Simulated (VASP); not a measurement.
Set up this calculation in VASP 6.6.1, as the native input.

```yaml
Task: single point
Functional: PBE
Potentials_or_basis: VASP PAW PBE potentials, release 64 (Ru_pv, Pr, Ga_d)
Cutoff: 520 eV
k_mesh: 4 × 4 × 3
Occupations: fermi-dirac, width 0.011 eV
Spin: collinear spin, ferromagnetic start
Starting_moments: "[0.0, 0.0, -2.2, -2.2, 0.0, 0.0] μB"
Dipole_correction: no
Further_INCAR_settings: ALGO = Normal; EDIFF = 1e-06; NBANDS = 53
```

The structure of PrGaRu lies in POSCAR:

```
PrGaRu
1.0
    4.1923380200      0.0000000000      0.0000000000
    0.0000000000      4.1923380200      0.0000000000
    0.0000000000      0.0000000000      6.8805548800
Ru Pr Ga
2 2 2
Direct
    0.7500000000      0.2500000000      0.0000000000
    0.2500000000      0.7500000000      0.0000000000
    0.2500000000      0.2500000000      0.6760000000
    0.7500000000      0.7500000000      0.3240000000
    0.2500000000      0.2500000000      0.1730000000
    0.7500000000      0.7500000000      0.8270000000
```

These files were run (other wordings do the same):

INCAR

```
SYSTEM = PrGaRu
PREC     = Accurate       ! precision mode
ENCUT    = 520            ! plane-wave cutoff, eV
EDIFF    = 1E-6           ! SCF threshold, eV
ISMEAR   = -1             ! smearing method
SIGMA    = 0.011          ! smearing width, eV
LREAL    = .FALSE.        ! projectors in reciprocal space
LASPH    = .TRUE.         ! aspherical terms in the spheres
NELM     = 150            ! most SCF steps
ALGO     = Normal         ! electronic algorithm
ISIF     = 2              ! what is computed and relaxed
LWAVE    = .FALSE.        ! write WAVECAR
LCHARG   = .TRUE.         ! write CHGCAR
ISPIN    = 2              ! spin polarisation
MAGMOM   = 0 0 -2.2 -2.2 0 0 ! initial moments
LORBIT   = 11             ! projections on sites
LMAXMIX  = 6              ! l up to which the mixer works
GGA      = PE             ! functional
LELF     = .TRUE.         ! ELF
LVHAR    = .TRUE.       
NBANDS   = 53             ! bands
```

KPOINTS

```
regular mesh
0
G
  4 4 3
  0 0 0
```

Potentials or basis: VASP PAW PBE potentials, release 64 (Ru_pv, Pr, Ga_d).

Command:

```sh
$ cat potpaw_PBE.64/Ru_pv/POTCAR potpaw_PBE.64/Pr/POTCAR potpaw_PBE.64/Ga_d/POTCAR > POTCAR
$ mpirun -np 1 vasp_std > vasp.out
```

Results of the run:

The pressure is 10.5 GPa, the largest force is 1.979 eV/Å and the net moment is -4.61 μB per cell. The site moments are Ru +0.20; Pr -2.04; Ga +0.02 μB and the valence electrons inside the program's atomic spheres are Ru 12.83; Pr 9.99; Ga 11.97.

Caveat: the k points lie up to 0.37 Å⁻¹ apart; the magnetic or orbital state may not be the lowest; forces of over 1 eV/Å act on the atoms, so gaps and moduli don't describe the material at rest.

It took 3.7 min on 1 thread of Intel(R) Xeon(R) 6975P-C (Granite Rapids), on a shared host, peak memory 0.36 GiB.
